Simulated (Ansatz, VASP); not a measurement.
## Two plane-wave programs on AlIn

File POSCAR:

```
AlIn
1.0
    3.0541300000      0.0000000000      0.0000000000
   -1.5270700000      2.6449600000      0.0000000000
    0.0000000000      0.0000000000      5.8280200000
Al In
1 1
Direct
    0.0000000000      0.0000000000      0.0000000000
    0.0000000000      0.0000000000      0.5000000000
```

Contents of INCAR.step1:

```
SYSTEM = AlIn
  PREC = Accurate
  ENCUT = 600
  EDIFF = 1E-5
  ISMEAR = -1
  SIGMA = 0.05
  LREAL = .False.
  LASPH = .True.
  NELM = 100
  ALGO = Normal
  LWAVE = .True.
  LCHARG = .False.
  GGA = PE
  NBANDS = 15
```

INCAR.step2

```
SYSTEM = AlIn
  PREC = Accurate
  ENCUT = 600
  EDIFF = 1E-6
  ISMEAR = -1
  SIGMA = 0.05
  LREAL = .False.
  LASPH = .True.
  NELM = 100
  ALGO = Normal
  ISIF = 3
  LWAVE = .False.
  LCHARG = .False.
  GGA = PS
  LHFCALC = .True.
  AEXX = 0.25
  HFSCREEN = 0.207
  PRECFOCK = Normal
  IBRION = 2
  NSW = 60
  EDIFFG = -0.01
  ISTART = 1
```

The input KPOINTS:

```
regular mesh
0
Gamma
  5 5 3
  0 0 0
```

File input:

```
crystal:
  lattice:
    - [3.05413, 0.0, 0.0]
    - [-1.52707, 2.64496, 0.0]
    - [0.0, 0.0, 5.82802]
  atoms:
    - { symbol: Al, position: [0.0, 0.0, 0.0] }
    - { symbol: In, position: [0.0, 0.0, 0.5] }
hamiltonian:
  xc:
    exchange: hjs_pbesol
    correlation: pbesol
    exx: { coeff: 0.25, omega: 0.207 }
  pseudopotentials: { kind: paw }
kpoints:
  mp_grid: { grid: [5, 5, 3] }
scf:
  occupations: { method: fermi_dirac, width: 0.05 }
output:
  forces: true
  stress: true
  eigenvalues: true
relax:
  f_tol: 0.01
  max_steps: 40
  cell: { stress_tol: 0.05 }
```

Alike in both runs: task relaxation of cell and atoms; functional PBEsol-based screened hybrid with a share of 0.25 of exact exchange and HFSCREEN = 0.207; k mesh 5 × 5 × 3; occupations fermi-dirac, width 0.05 eV; no spin polarisation.

|  | VASP | Ansatz |
| --- | --- | --- |
| version | VASP 6.6.1 | Ansatz 0.2.0 |
| potentials or method | VASP PAW PBE potentials, release 64 (Al, In_d) | Ansatz PAW |
| plane-wave cutoff (eV) | 600 | 420 |
| valence electrons in the cell | 16 | 16 |

Ansatz gave:

```
gap on the k mesh at the Fermi level, each at its own relaxed structure (eV) : none
relaxed volume (Å³/atom)                                                     : 22.01
relaxed length of the cell vector where the two differ most in proportion (Å)              : 5.778
```

Question: What did VASP give for the same quantities?

Answer: gap on the k mesh at the Fermi level, each at its own relaxed structure (eV): none; relaxed volume (Å³/atom): 22.02; relaxed length of the cell vector where the two differ most in proportion (Å): 5.780.

VASP's potentials were made for PBE, not for PBEsol-based screened hybrid. A gap of «none» marks a metal or a gap that the smearing closes.

The k mesh is coarse, so the values compare programs but aren't converged. Noted on Ansatz's run: the plane-wave basis is chosen anew once the cell has moved, so the energies of steps on either side of that aren't comparable.
